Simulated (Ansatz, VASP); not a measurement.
**Te in VASP and in Ansatz**

```
Te
1.0
     2.97756    0.00000    0.38438
     0.00000    3.27442    0.00000
    -0.62727    0.00000    3.29258
Te
1
Direct
  0.00000 0.00000 0.50000
```

Alike in both runs: functional PBE; k mesh 6 × 4 × 6; occupations gaussian, width 0.1 eV; no spin polarisation.

Ansatz relaxed the structure, and its values are those at the end. VASP's run is a single point on that final structure, the one shown.

|  | VASP | Ansatz |
| --- | --- | --- |
| version | VASP 6.6.1 | Ansatz 0.2.0 |
| potentials or method | VASP PAW PBE potentials, release 64 (Te), cutoff 520 eV | scalar-relativistic, plane waves, PAW |
| valence electrons in the cell | 6 | 16 |

```csv
,VASP,Ansatz,Ansatz less VASP
gap on the k mesh at the Fermi level (eV),none,none,-
pressure (GPa),0.0,0.0,+0.04
```

A gap of «none» marks a metal or a gap that the smearing closes. VASP's potentials hold 6 valence electrons a cell and Ansatz's 16, so a difference there can come from the potentials and not from the codes.

The k mesh is coarse, so the values compare programs but aren't converged. Spin-orbit coupling is off throughout.
